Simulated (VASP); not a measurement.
A run of VASP 6.6.1 is set up as follows.

The input POSCAR:

```
KBr
1.0
    0.1279070656      3.4301548857      3.4301548857
    3.4301548857      0.1279070656      3.4301548857
    3.4301548857      3.4301548857      0.1279070656
K Br
1 1
Direct
    0.0000000000      0.0000000000      0.0000000000
    0.5000000000      0.5000000000      0.5000000000
```

INCAR.step1

```
SYSTEM = KBr
PREC = Accurate
ENCUT = 520
ISMEAR = 0
SIGMA = 0.01
LREAL = .FALSE.
LASPH = .TRUE.
NELM = 100
NBANDS = 15
GGA = PE
ALGO = Normal
EDIFF = 1E-4
LWAVE = .TRUE.
LCHARG = .FALSE.
```

INCAR.step2

```
SYSTEM = KBr
PREC = Accurate
ENCUT = 520
EDIFF = 1E-6
ISMEAR = 0
SIGMA = 0.01
LREAL = .FALSE.
LASPH = .TRUE.
NELM = 100
ALGO = Normal
ISIF = 2
LWAVE = .FALSE.
LCHARG = .TRUE.
METAGGA = R2SCAN
LMIXTAU = .TRUE.
LELF = .TRUE.
LVHAR = .TRUE.
NBANDS = 15
ISTART = 1
```

KPOINTS

```
Automatic mesh
0
G
  6 6 6
  0 0 0
```

Potentials or basis: VASP PAW PBE potentials, release 64 (K_sv, Br).

Command:

```sh
$ cat potpaw_PBE.64/K_sv/POTCAR potpaw_PBE.64/Br/POTCAR > POTCAR
$ cp INCAR.step1 INCAR
$ mpirun -np 1 vasp_std > vasp.out
$ cp INCAR.step2 INCAR
$ mpirun -np 1 vasp_std > vasp.out
```

Task: Predict the pressure.

Result: -0.8 GPa.

Task: What does it give for the band gap on the k mesh?

Result: 4.86 eV, direct.

Stress tensor (GPa, compression positive):
```
-0.79 -0.23 -0.23
-0.23 -0.79 -0.23
-0.23 -0.23 -0.79
```

Caveat: the cell differs from its parent crystal (strain along [111] +5.8%); the PAW data sets were made with another functional, which shifts forces and pressure a little.
